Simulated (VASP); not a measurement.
# SbO4 (I4/mmm) in VASP: further runs

SbO4 is run at these levels: PBE; tasks: single point.

Everything below comes from runs of VASP 6.6.1. Logs are shortened: lines on timing, memory, paths and dates and some standing lists are left out, and cuts for length are marked.

**1. The cell of the first run**

Symmetry: I4/mmm, No. 139, tetragonal system. Conventional cell: a = 3.935 Å, b = 3.935 Å, c = 8.964 Å, α = 90.00°, β = 90.00°, γ = 90.00°. Within 2.6 Å of Sb (site symmetry 4/mmm) lie 6 O at 1.97 to 1.98 Å. O (site symmetry 4mm) has 1 Sb at 1.98 Å within 2.6 Å. O (site symmetry mmm) has 2 Sb at 1.97 Å within 2.6 Å.

The cell was generated, and may not be a known phase.

**2. Single point, PBE**

Input file INCAR:

```
PREC = Accurate
ENCUT = 520
EDIFF = 1E-7
ISMEAR = 0
SIGMA = 0.1
LREAL = False
LASPH = True
NELM = 100
ALGO = Normal
ISIF = 2
LWAVE = False
LCHARG = False
GGA = PE
NBANDS = 22
```

Input file KPOINTS:

```
regular mesh
0
Gamma
  6 6 6
```

Input file POSCAR:

```
SbO4
1.0
   -1.9676507603      1.9676507603      4.4820259690
    1.9676507603     -1.9676507603      4.4820259690
    1.9676507603      1.9676507603     -4.4820259690
Sb O
1 4
Direct
    0.0000000000      0.0000000000      0.0000000000
    0.7793940568      0.7793940568      0.0000000000
    0.5000000000      0.0000000000      0.5000000000
    0.0000000000      0.5000000000      0.5000000000
    0.2206059432      0.2206059432      0.0000000000
```

Potentials or basis: VASP PAW PBE potentials, release 64 (Sb, O).

On the command line:

```console
$ cat potpaw_PBE.64/Sb/POTCAR potpaw_PBE.64/O/POTCAR > POTCAR
$ mpirun -np 1 vasp_std > vasp.out
```

OUTCAR:

```text
PREC = Accurate
   ENCUT = 520
   EDIFF = 1E-7
   ISMEAR = 0
   LREAL = False
   LASPH = True
   NELM = 100
   ISIF = 2
   GGA = PE

 ion  position               nearest neighbor table
   1  0.000  0.000  0.000-   3 1.97   4 1.97   4 1.97   3 1.97   2 1.98   5 1.98
   2  0.779  0.779  0.000-   1 1.98
   3  0.500  0.000  0.500-   1 1.97   1 1.97
   4  0.000  0.500  0.500-   1 1.97   1 1.97
   5  0.221  0.221  0.000-   1 1.98

  LATTYP: Found a body centered tetragonal cell.
 ALAT       =     3.9353015206
 C/A-ratio  =     2.2778564466

  Lattice vectors:

 A1 = (  -1.9676507603,   1.9676507603,   4.4820259690)
 A2 = (   1.9676507603,  -1.9676507603,   4.4820259690)
 A3 = (   1.9676507603,   1.9676507603,  -4.4820259690)

Analysis of symmetry for initial positions (statically):
=====================================================================
 Subroutine PRICEL returns:
 Original cell was already a primitive cell.

 Routine SETGRP: Setting up the symmetry group for a
 body centered tetragonal supercell.

 Subroutine GETGRP returns: Found 16 space group operations
 (whereof 16 operations were pure point group operations)
 out of a pool of 16 trial point group operations.

The static configuration has the point symmetry D_4h.

Analysis of symmetry for dynamics (positions and initial velocities):
=====================================================================
 Subroutine PRICEL returns:
 Original cell was already a primitive cell.

 Routine SETGRP: Setting up the symmetry group for a
 body centered tetragonal supercell.

 Subroutine GETGRP returns: Found 16 space group operations
 (whereof 16 operations were pure point group operations)
 out of a pool of 16 trial point group operations.

The dynamic configuration has the point symmetry D_4h.

 Subroutine INISYM returns: Found 16 space group operations
 (whereof 16 operations are pure point group operations),
 and found     1 'primitive' translations

----------------------------------------------------------------------------------------

                                     Primitive cell

  volume of cell :      69.4113

  direct lattice vectors                    reciprocal lattice vectors
    -1.967650760  1.967650760  4.482025969     0.000000000  0.254110135  0.111556694
     1.967650760 -1.967650760  4.482025969     0.254110135  0.000000000  0.111556694
     1.967650760  1.967650760 -4.482025969     0.254110135  0.254110135  0.000000000

  length of vectors
     5.275590566  5.275590566  5.275590566     0.277519110  0.277519110  0.359365999

  position of ions in fractional coordinates (direct lattice)
     0.000000000  0.000000000  0.000000000
     0.779394057  0.779394057  0.000000000
     0.500000000  0.000000000  0.500000000
     0.000000000  0.500000000  0.500000000
     0.220605943  0.220605943  0.000000000

  ion indices of the primitive-cell ions
   primitive index   ion index
                 1           1
                 2           2
                 3           3
                 4           4
                 5           5

----------------------------------------------------------------------------------------

 KPOINTS: regular mesh

Automatic generation of k-mesh.
 Grid dimensions read from file:
 generate k-points for:    6    6    6

 Generating k-lattice:

  Cartesian coordinates                     Fractional coordinates (reciprocal lattice)
     0.000000000  0.042351689  0.018592782     0.166666667 -0.000000000  0.000000000
     0.042351689  0.000000000  0.018592782    -0.000000000  0.166666667  0.000000000
     0.042351689  0.042351689  0.000000000     0.000000000  0.000000000  0.166666667

  Length of vectors
     0.046253185  0.046253185  0.059894333

  Shift w.r.t. Gamma in fractional coordinates (k-lattice)
     0.000000000  0.000000000  0.000000000

 Subroutine IBZKPT returns following result:
 ===========================================

 Found     30 irreducible k-points:

 Following reciprocal coordinates:
            Coordinates               Weight
  0.000000  0.000000  0.000000      1.000000
  0.166667 -0.000000  0.000000      8.000000
  0.333333 -0.000000  0.000000      8.000000
  0.500000 -0.000000  0.000000      4.000000
  0.166667  0.166667  0.000000      8.000000
  0.333333  0.166667  0.000000     16.000000
[... 16 lines left out ...]
 -0.333333 -0.333333  0.166667      8.000000
 -0.166667 -0.333333  0.166667      8.000000
 [... further k-points ...]
   k-points           NKPTS =     30   k-points in BZ     NKDIM =     30   number of bands    NBANDS=     22
   number of dos      NEDOS =    301   number of ions     NIONS =      5
   total plane-waves  NPLWV =  64000
   dimension x,y,z NGX =    40 NGY =   40 NGZ =   40
   dimension x,y,z NGXF=    80 NGYF=   80 NGZF=   80
   ions per type =               1   4
   NGX,Y,Z   is equivalent  to a cutoff of  12.60, 12.60, 12.60 a.u.
   NGXF,Y,Z  is equivalent  to a cutoff of  25.21, 25.21, 25.21 a.u.
 SYSTEM =  unknown system
   PREC   = accura    normal or accurate (medium, high low for compatibility)
   ISTART =      0    job   : 0-new  1-cont  2-samecut
   ICHARG =      2    charge: 1-file 2-atom 10-const
   ISPIN  =      1    spin polarized calculation?
   LNONCOLLINEAR =      F non collinear calculations
   LSORBIT =      F    spin-orbit coupling
   LASPH  =      T    aspherical Exc in radial PAW
   ENCUT  =  520.0 eV  38.22 Ry    6.18 a.u.   9.81  9.81  9.81*2*pi/ulx,y,z
   NELM   =    100;   NELMIN=  2; NELMDL= -5     # of ELM steps
   EDIFF  = 0.1E-06   stopping-criterion for ELM
   LREAL  =      F    real-space projection
   EDIFFG = 0.1E-05   stopping-criterion for IOM
   NSW    =      0    number of steps for IOM
   IBRION =     -1    ionic relax: 0-MD 1-quasi-New 2-CG
   NFREE  =      0    steps in history (QN), initial steepest desc. (CG)
   ISIF   =      2    stress and relaxation
   ISYM   =      2    0-nonsym 1-usesym 2-fastsym
   POTIM  = 0.5000    time-step for ionic-motion
   TEBEG  =    0.0;   TEEND  =   0.0 temperature during run
   PSTRESS=    0.0 pullay stress
   NELECT =      29.0000    total number of electrons
   NUPDOWN=      -1.0000    fix difference up-down
   EMIN   =  10.00;   EMAX   =-10.00  energy-range for DOS
   EFERMI =   0.00;   METHOD = LEGACY
   ISMEAR =     0;   SIGMA  =   0.10  broadening in eV -4-tet -1-fermi 0-gaus
   EFERMI_NEDOS =   21; number of points for ismear=-14 and -15
   IALGO  =     38    algorithm
   IMIX   =      4    mixing-type and parameters
     AMIX     =   0.40;   BMIX     =  1.00
     AMIX_MAG =   1.60;   BMIX_MAG =  1.00
  volume/ion in A,a.u.               =      13.88        93.68
  Fermi-wavevector in a.u.,A,eV,Ry     =   1.223857  2.312754 20.379161  1.497826
  Thomas-Fermi vector in A             =   2.358953
   LORBIT       =      0    0 simple, 1 ext, 2 COOP (PROOUT), +10 PAW based schemes
   GGA     = PE    functional components
   LHFCALC =     F    Hartree Fock is set to
   AEXX    =    0.0000 exact exchange contribution
   IVDW    =     0    specifies the selected vdW correction
   LEPSILON=     F    determine dielectric tensor
   LRPA    =     F    only Hartree local field effects (RPA)
 non-spin polarized calculation
 Gauss-broadening in eV      SIGMA  =   0.10
  energy-cutoff  :      520.00
  volume of cell :       69.41
 maximum number of plane-waves:      1897
   NGX = 19   NGY = 19   NGZ = 19

 number of electron      28.9999999 magnetization

 Free energy of the ion-electron system (eV)
  ---------------------------------------------------
  ext. energy  EPLUGINS =         0.00000000
  ---------------------------------------------------
  free energy    TOTEN  =       -23.60940647 eV

  energy without entropy =      -23.57457131  energy(sigma->0) =      -23.59198889

 E-fermi :   0.9128     XC(G=0):  -9.5901

 val. band max:        0.9103712060   @ k =   0.5000   0.5000   0.0000
 cond. band min:       0.9193687342   @ k =  -0.1667  -0.3333   0.1667
 fundamental gap:      0.0089975282
 Fermi energy:         0.9128387601

 k-point     1 :       0.0000    0.0000    0.0000
  band No.  band energies     occupation
      1     -17.7686      2.00000
      2     -15.1345      2.00000
      3     -14.9274      2.00000
      4     -14.8982      2.00000
      5      -4.8989      2.00000
      6      -4.8989      2.00000
[... 14 lines left out ...]
     21      13.7604      0.00000
     22      14.6303      0.00000

 k-point     2 :       0.1667   -0.0000    0.0000
  band No.  band energies     occupation
      1     -17.6237      2.00000
      2     -15.2335      2.00000
      3     -15.1399      2.00000
      4     -14.8420      2.00000
      5      -5.4533      2.00000
      6      -4.8451      2.00000
[... 14 lines left out ...]
     21      13.3971      0.00000
     22      14.9513      0.00000

 k-point     3 :       0.3333   -0.0000    0.0000
  band No.  band energies     occupation
      1     -17.2210      2.00000
      2     -15.6951      2.00000
      3     -15.3656      2.00000
      4     -14.7827      2.00000
      5      -5.9793      2.00000
      6      -4.7324      2.00000
[... 14 lines left out ...]
     21      13.1274      0.00000
     22      14.8815      0.00000

 k-point     4 :       0.5000   -0.0000    0.0000
  band No.  band energies     occupation
      1     -16.8280      2.00000
      2     -16.1633      2.00000
      3     -15.4228      2.00000
      4     -14.7635      2.00000
      5      -6.1322      2.00000
      6      -4.6731      2.00000
[... 14 lines left out ...]
     21      14.1123      0.00000
     22      14.5667      0.00000

 k-point     5 :       0.1667    0.1667    0.0000
  band No.  band energies     occupation
      1     -17.4639      2.00000
      2     -15.3540      2.00000
      3     -15.2724      2.00000
      4     -14.8451      2.00000
      5      -6.3280      2.00000
      6      -3.9896      2.00000
[... 417 lines left out ...]
 k-point    22 :      -0.1667    0.5000    0.1667
  band No.  band energies     occupation
      1     -17.1414      2.00000
      2     -15.7172      2.00000
      3     -15.5223      2.00000
      4     -14.7172      2.00000
      5      -5.9239      2.00000
      6      -4.7561      2.00000
[... 14 lines left out ...]
     21      13.8874      0.00000
     22      14.4964      0.00000

 k-point    23 :      -0.3333   -0.3333    0.1667
  band No.  band energies     occupation
      1     -17.3712      2.00000
      2     -15.5790      2.00000
      3     -15.2752      2.00000
      4     -14.7583      2.00000
      5      -6.2738      2.00000
      6      -4.0407      2.00000
[... 14 lines left out ...]
     21      13.7972      0.00000
     22      14.3053      0.00000

 k-point    24 :      -0.1667   -0.3333    0.1667
  band No.  band energies     occupation
      1     -17.5438      2.00000
      2     -15.4882      2.00000
      3     -15.1417      2.00000
      4     -14.7078      2.00000
      5      -5.4235      2.00000
      6      -4.8791      2.00000
[... 14 lines left out ...]
     21      13.6062      0.00000
     22      14.3621      0.00000

 [... further k-points ...]
[... 5 lines left out ...]
  --------------------------------------------------------------------------------------
  -------------------------------------------------------------------------------------
  Total        0.0180591      0.0180591      0.2441468      0.0000000      0.0000000      0.0000000
  in kB        0.4168462      0.4168462      5.6354849      0.0000000      0.0000000      0.0000000
  external PRESSURE =       2.1563924 kB  Pullay stress =       0.0000000 kB

 VOLUME and BASIS-vectors are now :
 -----------------------------------------------------------------------------
  energy-cutoff  :      520.00
  volume of cell :       69.41
      direct lattice vectors                 reciprocal lattice vectors
    -1.967650760  1.967650760  4.482025969     0.000000000  0.254110135  0.111556694
     1.967650760 -1.967650760  4.482025969     0.254110135  0.000000000  0.111556694
     1.967650760  1.967650760 -4.482025969     0.254110135  0.254110135  0.000000000

 POSITION                                       TOTAL-FORCE (eV/Angst)
 -----------------------------------------------------------------------------------
      0.00000      0.00000      0.00000        -0.000000     -0.000000      0.000000
      0.00000      0.00000      6.98653         0.000000      0.000000     -0.050583
      0.00000      1.96765      0.00000        -0.000000     -0.000000      0.000000
      1.96765      0.00000      0.00000        -0.000000     -0.000000      0.000000
      0.00000      0.00000      1.97752         0.000000      0.000000      0.050583
 -----------------------------------------------------------------------------------
    total drift:                               -0.000000     -0.000000      0.000000

  FREE ENERGIE OF THE ION-ELECTRON SYSTEM (eV)
  ---------------------------------------------------
  free  energy   TOTEN  =       -23.6094064653 eV

  energy  without entropy=      -23.5745713072  energy(sigma->0) =      -23.59198889
```

Wall time 64 s (1 thread of Intel Xeon Platinum 8559C (Emerald Rapids), shared host); peak memory 0.25 GiB.

Results:

| Quantity | Value |
| --- | --- |
| Free energy | -23.6094 eV |
| Pressure | 0.2 GPa |
| Largest force | 0.051 eV/Å |
| Band gap on the k mesh | zero (an odd number of electrons rules out a gap without spin polarisation) |

Forces on the atoms (eV/Å):
```
Sb   0.000  0.000  0.000
O    0.000  0.000 -0.051
O    0.000  0.000  0.000
O    0.000  0.000  0.000
O    0.000  0.000  0.051
```

Caveat: spin-orbit coupling is left out, which moves the levels of the heavy elements; an odd number of electrons without spin polarisation forces a metal; a magnetic or distorted state may lie lower.

**3. Single point, PBE**

This run uses another cell than the first one, of 13.96 Å³/atom.

Input file INCAR:

```
PREC = Accurate ; ENCUT = 520
EDIFF = 1E-6 ; ISMEAR = 0
SIGMA = 0.1 ; LREAL = F
LASPH = T ; NELM = 100
ALGO = Normal ; ISIF = 2
LWAVE = F ; LCHARG = F
GGA = PE ; NBANDS = 22
```

Input file KPOINTS:

```
Automatic mesh
0
Gamma
  14 14 14
```

Input file POSCAR:

```
SbO4
1.0
   -1.9679578153      1.9679578153      4.5050099330
    1.9679578153     -1.9679578153      4.5050099330
    1.9679578153      1.9679578153     -4.5050099330
Sb O
1 4
Direct
    0.0000000000      0.0000000000      0.0000000000
    0.7804627572      0.7804627572      0.0000000000
    0.5000000000      0.0000000000      0.5000000000
    0.0000000000      0.5000000000      0.5000000000
    0.2195372428      0.2195372428      0.0000000000
```

Potentials or basis: VASP PAW PBE potentials, release 64 (Sb, O).

On the command line:

```console
$ cat potpaw_PBE.64/Sb/POTCAR potpaw_PBE.64/O/POTCAR > POTCAR
$ mpirun -np 1 vasp_std > vasp.out
```

It took 4.9 min on 1 thread of Intel Xeon Platinum 8559C (Emerald Rapids), shared host; peak memory 0.46 GiB.

Results (log left out):

- Free energy: -23.6054 eV
- Pressure: 0.1 GPa
- Largest force: 0.048 eV/Å
- Band gap on the k mesh: zero (an odd number of electrons rules out a gap without spin polarisation)

Forces in eV/Å, atoms in the order of the input:
```
Sb   0.000  0.000  0.000
O    0.000  0.000 -0.048
O    0.000  0.000  0.000
O    0.000  0.000  0.000
O    0.000  0.000  0.048
```

Stress tensor (GPa, compression positive):
```
0.01 0.00 0.00
0.00 0.01 0.00
0.00 0.00 0.27
```

Levels at points of the mesh, in eV from the Fermi level:
| k point | band 11 | band 12 | band 13 | band 14 | band 15 | band 16 | band 17 | band 18 | band 19 | band 20 |
| --- | --- | --- | --- | --- | --- | --- | --- | --- | --- | --- |
| (0.00, 0.00, 0.00) | -0.80 | -0.68 | -0.68 | -0.23 | 0.14 | 0.14 | 2.87 | 10.09 | 12.28 | 12.87 |
| (0.50, 0.00, 0.00) | -0.97 | -0.75 | -0.55 | -0.52 | -0.32 | 0.13 | 5.79 | 9.35 | 10.27 | 11.92 |
| (0.50, 0.50, 0.00) | -1.36 | -0.70 | -0.01 | 0.03 | 0.43 | 0.56 | 7.92 | 8.06 | 8.31 | 9.11 |
| (0.50, 0.50, 0.50) | -1.16 | -0.72 | -0.59 | -0.59 | 0.05 | 0.05 | 3.07 | 10.30 | 11.17 | 13.38 |

Caveat: spin-orbit coupling is left out, which moves the levels of the heavy elements; an odd number of electrons without spin polarisation forces a metal; a magnetic or distorted state may lie lower.
